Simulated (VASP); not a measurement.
# Rb4Sr in VASP: single point with LDA

Aim: the single point of Rb4Sr with LDA.

Program: VASP 6.6.1. These are calculated values, not measurements. Logs are shortened: lines on timing, memory, paths and dates and some standing lists are left out, and cuts for length are marked.

## 1. The cell of the first run

The cell holds a slab with vacuum, 5 atoms: a = 4.652 Å, b = 7.597 Å, c = 28.772 Å, α = 90.00°, β = 90.00°, γ = 90.00°.

## 2. Single point, LDA

Contents of INCAR:

```
  PREC = Accurate
  ENCUT = 520
  EDIFF = 1E-7
  ISMEAR = -1
  SIGMA = 0.1
  LREAL = F
  LASPH = T
  NELM = 80
  ALGO = Normal
  ISIF = 2
  LWAVE = F
  LCHARG = T
  LDIPOL = T
  IDIPOL = 3
  DIPOL = 0.5 0.5 0.500
  LELF = T
  LVHAR = T
  LVACPOTAV = T
  NBANDS = 31
```

Contents of KPOINTS:

```
regular mesh
0
Gamma
  9 6 1
```

Contents of POSCAR:

```
Rb4Sr
1.0
    4.6522360635      0.0000000000      0.0000000000
    0.0000000000      7.5970696790      0.0000000000
    0.0000000000      0.0000000000     28.7723000000
Rb Sr
4 1
Direct
    0.2279366484      0.0000000000      0.3487863367
    0.8085966985      0.5000000000      0.4220403115
    0.1914057248      0.5000000000      0.5779594434
    0.7720608554      0.0000000000      0.6512125951
    0.5000000728      0.0000000000      0.5000013134
```

Potentials or basis: VASP PAW LDA potentials, release 64 (Rb_sv, Sr_sv).

Command:

```bash
> cat potpaw_LDA.64/Rb_sv/POTCAR potpaw_LDA.64/Sr_sv/POTCAR > POTCAR
> mpirun -np 1 vasp_std > vasp.out
```

OUTCAR:

```text
PREC = Accurate
   ENCUT = 520
   EDIFF = 1E-7
   ISMEAR = -1
   LREAL = F
   LASPH = T
   NELM = 80
   ISIF = 2

 ion  position               nearest neighbor table
   1  0.228  0.000  0.349-   5 4.53   2 4.76   2 4.76   2 5.12   2 5.12
   2  0.809  0.500  0.422-   5 4.64   5 4.64   1 4.76   1 4.76   3 4.83   1 5.12   1 5.12   3 5.33
                             5 5.46   5 5.46
   3  0.191  0.500  0.578-   5 4.64   5 4.64   4 4.76   4 4.76   2 4.83   4 5.12   4 5.12   2 5.33
                             5 5.46   5 5.46
   4  0.772  0.000  0.651-   5 4.53   3 4.76   3 4.76   3 5.12   3 5.12
   5  0.500  0.000  0.500-   4 4.53   1 4.53   3 4.64   3 4.64   2 4.64   2 4.64   3 5.46   3 5.46
                             2 5.46   2 5.46

  LATTYP: Found a simple orthorhombic cell.
 ALAT       =     4.6522360635
 B/A-ratio  =     1.6329931618
 C/A-ratio  =     6.1846173770

  Lattice vectors:

 A1 = (   4.6522360635,   0.0000000000,   0.0000000000)
 A2 = (   0.0000000000,   7.5970696790,   0.0000000000)
 A3 = (   0.0000000000,   0.0000000000,  28.7723000000)

Analysis of symmetry for initial positions (statically):
=====================================================================
 Subroutine PRICEL returns:
 Original cell was already a primitive cell.

 Routine SETGRP: Setting up the symmetry group for a
 simple orthorhombic supercell.

 Subroutine GETGRP returns: Found  4 space group operations
 (whereof  4 operations were pure point group operations)
 out of a pool of  8 trial point group operations.

The static configuration has the point symmetry C_2h.

Analysis of symmetry for dynamics (positions and initial velocities):
=====================================================================
 Subroutine PRICEL returns:
 Original cell was already a primitive cell.

 Routine SETGRP: Setting up the symmetry group for a
 simple orthorhombic supercell.

 Subroutine GETGRP returns: Found  4 space group operations
 (whereof  4 operations were pure point group operations)
 out of a pool of  8 trial point group operations.

The dynamic configuration has the point symmetry C_2h.

 Subroutine INISYM returns: Found  4 space group operations
 (whereof  4 operations are pure point group operations),
 and found     1 'primitive' translations

----------------------------------------------------------------------------------------

                                     Primitive cell

  volume of cell :    1016.9098

  direct lattice vectors                    reciprocal lattice vectors
     4.652236064  0.000000000  0.000000000     0.214950399  0.000000000  0.000000000
[... 95 lines left out ...]
   POTIM  = 0.5000    time-step for ionic-motion
   TEBEG  =    0.0;   TEEND  =   0.0 temperature during run
   PSTRESS=    0.0 pullay stress
   NELECT =      46.0000    total number of electrons
   NUPDOWN=      -1.0000    fix difference up-down
   EMIN   =  10.00;   EMAX   =-10.00  energy-range for DOS
   EFERMI =   0.00;   METHOD = LEGACY
   ISMEAR =    -1;   SIGMA  =   0.10  broadening in eV -4-tet -1-fermi 0-gaus
   EFERMI_NEDOS =   21; number of points for ismear=-14 and -15
   IALGO  =     38    algorithm
   IMIX   =      4    mixing-type and parameters
     AMIX     =   0.40;   BMIX     =  1.00
     AMIX_MAG =   1.60;   BMIX_MAG =  1.00
  volume/ion in A,a.u.               =     203.38      1372.49
  Fermi-wavevector in a.u.,A,eV,Ry     =   0.583311  1.102297  4.629401  0.340251
  Thomas-Fermi vector in A             =   1.628560
   LORBIT       =      0    0 simple, 1 ext, 2 COOP (PROOUT), +10 PAW based schemes
   GGA     = CA    functional components
   LHFCALC =     F    Hartree Fock is set to
   AEXX    =    0.0000 exact exchange contribution
   IVDW    =     0    specifies the selected vdW correction
   LEPSILON=     F    determine dielectric tensor
   LRPA    =     F    only Hartree local field effects (RPA)
 non-spin polarized calculation
  energy-cutoff  :      520.00
  volume of cell :     1016.91
 maximum number of plane-waves:     27432
 NGX is ok and might be reduce to    36
   NGX = 17   NGY = 29   NGZ =107

 dipolmoment           0.000000      0.000000      0.000003 electrons x Angstroem

 number of electron      46.0000000 magnetization

 dipolmoment           0.000000      0.000000     -0.000017 electrons x Angstroem

 Free energy of the ion-electron system (eV)
  ---------------------------------------------------
  ext. energy  EPLUGINS =         0.00000000
  ---------------------------------------------------
  free energy    TOTEN  =        -5.18696573 eV

  energy without entropy =       -5.01989739  energy(sigma->0) =       -5.10343156

 E-fermi :  -1.3491     XC(G=0):  -2.9116

 val. band max:       -1.3577273546   @ k =   0.1111   0.3333   0.0000
 cond. band min:      -1.3456742627   @ k =   0.4444   0.1667   0.0000
 fundamental gap:      0.0120530919
 Fermi energy:        -1.3490800098

 k-point     1 :       0.0000    0.0000    0.0000
  band No.  band energies     occupation
      1     -38.6649      2.00000
      2     -30.2587      2.00000
      3     -30.2578      2.00000
      4     -29.9666      2.00000
      5     -29.9648      2.00000
      6     -20.7202      2.00000
[... 669 lines left out ...]
     30       0.1786      0.00000
     31       0.3122      0.00000

------------------------ aborting loop because EDIFF is reached ----------------------------------------

  FORCE on cell =-STRESS in cart. coord.  units (eV):
  Direction    XX          YY          ZZ          XY          YZ          ZX
  --------------------------------------------------------------------------------------
  -------------------------------------------------------------------------------------
  Total       -1.7051431     -1.2904539     -0.9763342      0.0000000      0.0000000      0.0192113
  in kB       -2.6865132     -2.0331557     -1.5382491      0.0000000      0.0000000      0.0302681
  external PRESSURE =      -2.0859727 kB  Pullay stress =       0.0000000 kB

 VOLUME and BASIS-vectors are now :
 -----------------------------------------------------------------------------
  energy-cutoff  :      520.00
  volume of cell :     1016.91
      direct lattice vectors                 reciprocal lattice vectors
     4.652236064  0.000000000  0.000000000     0.214950399  0.000000000  0.000000000
     0.000000000  7.597069679  0.000000000     0.000000000  0.131629700  0.000000000
     0.000000000  0.000000000 28.772300000     0.000000000  0.000000000  0.034755650

 POSITION                                       TOTAL-FORCE (eV/Angst)
 -----------------------------------------------------------------------------------
      1.06042      0.00000     10.03539        -0.015197     -0.000000      0.071579
      3.76178      3.79853     12.14307         0.025220     -0.000000      0.076822
      0.89046      3.79853     16.62922        -0.025220      0.000000     -0.076822
      3.59181      0.00000     18.73688         0.015197     -0.000000     -0.071579
      2.32612      0.00000     14.38619         0.000000     -0.000000      0.000000
 -----------------------------------------------------------------------------------
    total drift:                               -0.000021     -0.000000     -0.007397

  FREE ENERGIE OF THE ION-ELECTRON SYSTEM (eV)
  ---------------------------------------------------
  free  energy   TOTEN  =        -5.1869657280 eV

  energy  without entropy=       -5.0198973873  energy(sigma->0) =       -5.10343156

 vacuum level on the upper side and lower side of the slab         1.010         1.010
```

stdout:

```text
POSCAR found type information on POSCAR RbSr
 POSCAR found :  2 types and       5 ions
 scaLAPACK will be used
 LDA part: xc-table for (Slater(with rela. corr.)+CA(PZ))
 , standard interpolation
 POSCAR, INCAR and KPOINTS ok, starting setup
 FFT: planning ... GRIDC
 FFT: planning ... GRID_SOFT
 FFT: planning ... GRID
 WAVECAR not read
 entering main loop
 -----------------------------------------------------------------------------
|                                                                             |
|           W    W    AA    RRRRR   N    N  II  N    N   GGGG   !!!           |
|           W    W   A  A   R    R  NN   N  II  NN   N  G    G  !!!           |
|           W    W  A    A  R    R  N N  N  II  N N  N  G       !!!           |
|           W WW W  AAAAAA  RRRRR   N  N N  II  N  N N  G  GGG   !            |
|           WW  WW  A    A  R   R   N   NN  II  N   NN  G    G                |
|           W    W  A    A  R    R  N    N  II  N    N   GGGG   !!!           |
|                                                                             |
|     Did not find any points to average over, which means that no vacuum     |
|     field-free region was found. Please increase the size of  your cell     |
|     in the dimension of the dipole correction to obtain accurate            |
|     workfunction values.                                                    |
|                                                                             |
 -----------------------------------------------------------------------------
```

It took 18 min on 1 thread of Intel Xeon Platinum 8259CL at 2.50GHz (Skylake/Cascade Lake), shared host; peak memory 0.97 GiB.

What came out:

```
Free energy            : -5.1870 eV
Largest force          : 0.081 eV/Å
Band gap on the k mesh : zero (bands 23 and 24 overlap by 0.78 eV)
```

Forces in eV/Å, atoms in the order of the input:
```
Rb  -0.015  0.000  0.072
Rb   0.025  0.000  0.077
Rb  -0.025  0.000 -0.077
Rb   0.015  0.000 -0.072
Sr   0.000  0.000  0.000
```

Levels at points of the mesh, in eV from the Fermi level:
| k point | band 19 | band 20 | band 21 | band 22 | band 23 | band 24 | band 25 | band 26 | band 27 | band 28 |
| --- | --- | --- | --- | --- | --- | --- | --- | --- | --- | --- |
| (0.00, 0.00, 0.00) | -12.72 | -12.72 | -2.33 | -1.32 | -0.57 | 0.10 | 0.48 | 0.65 | 0.94 | 1.00 |
| (0.00, 0.50, 0.00) | -12.72 | -12.72 | -1.85 | -1.16 | -0.75 | -0.47 | -0.31 | 0.68 | 0.95 | 1.00 |
